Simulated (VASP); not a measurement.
A run of VASP 6.6.1 is set up as follows.

File INCAR:

```
PREC     = Accurate       # precision mode
ENCUT    = 600            # plane-wave cutoff, eV
EDIFF    = 1E-6           # SCF threshold, eV
ISMEAR   = 0              # smearing method
SIGMA    = 0.1            # smearing width, eV
LREAL    = False          # projectors in reciprocal space
LASPH    = True           # aspherical terms in the spheres
NELM     = 100            # most SCF steps
ALGO     = Normal         # electronic algorithm
ISIF     = 3              # what is computed and relaxed
LWAVE    = False          # write WAVECAR
LCHARG   = False          # write CHGCAR
GGA      = PE             # functional
IBRION   = 2              # ionic algorithm
NSW      = 100            # ionic steps
EDIFFG   = -0.01          # ionic threshold
```

KPOINTS

```
regular mesh
0
Gamma
  12 12 4
```

POSCAR

```
Cs2BN2
1.0
    3.6349726557      0.0000000000      0.0000000000
   -1.8174863278      3.1479786619      0.0000000000
    0.0000000000      0.0000000000     10.0763105683
Cs B N
2 1 2
Direct
    0.0000000000      0.0000000000      0.7364867130
    0.0000000000      0.0000000000      0.2635132870
    0.0000000000      0.0000000000      0.0000000000
    0.3333333333      0.6666666667      0.0000000000
    0.6666666667      0.3333333333      0.0000000000
```

Potentials or basis: VASP PAW PBE potentials, release 64 (Cs_sv, B, N).

Command:

```console
$ cat potpaw_PBE.64/Cs_sv/POTCAR potpaw_PBE.64/B/POTCAR potpaw_PBE.64/N/POTCAR > POTCAR
$ mpirun -np 1 vasp_std > vasp.out
```

What does it give for the band gap on the k mesh?

Zero (an odd number of electrons rules out a gap without spin polarisation).

Estimate the relaxed cell.

a = 3.635 Å, b = 3.635 Å, c = 10.264 Å, α = 90.00°, β = 90.00°, γ = 120.00°.

What does it give for the space group after relaxing (to 0.1 Å)?

P6/mmm (No. 191).

Forces on the atoms (eV/Å):
```
Cs   0.000  0.000 -0.006
Cs   0.000  0.000  0.006
B    0.000  0.000  0.000
N    0.000  0.000  0.000
N    0.000  0.000  0.000
```

Caveat: spin-orbit coupling is left out, which moves the levels of the heavy elements; an odd number of electrons without spin polarisation forces a metal; a magnetic or distorted state may lie lower.
